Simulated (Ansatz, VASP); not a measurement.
## SrO: VASP beside Ansatz

```
Sr O
1.0
     0.00000    2.56630    2.56630
     2.56630    0.00000    2.56630
     2.56630    2.56630    0.00000
Sr O
1 1
Direct
  0.50000 0.50000 0.50000
  0.00000 0.00000 0.00000
```

Alike in both runs: task single point; functional PBE; k mesh 9 × 9 × 9; occupations gaussian, width 0.017 eV; no spin polarisation.

|  | VASP | Ansatz |
| --- | --- | --- |
| version | VASP 6.6.1 | Ansatz 0.2.0 |
| potentials or method | VASP PAW PBE potentials, release 64 (Sr_sv, O), cutoff 520 eV | all-electron LAPW, scalar-relativistic |

|  | VASP | Ansatz | Ansatz less VASP |
| --- | --- | --- | --- |
| gap on the k mesh at the Fermi level (eV) | 3.32 | 3.37 | +0.047 |
| least direct gap on the mesh (eV) | 3.41 | 3.45 | +0.036 |
| pressure (GPa) | 3.9 | 3.3 | -0.60 |

Ansatz ran all-electron here, and VASP with PAW potentials.
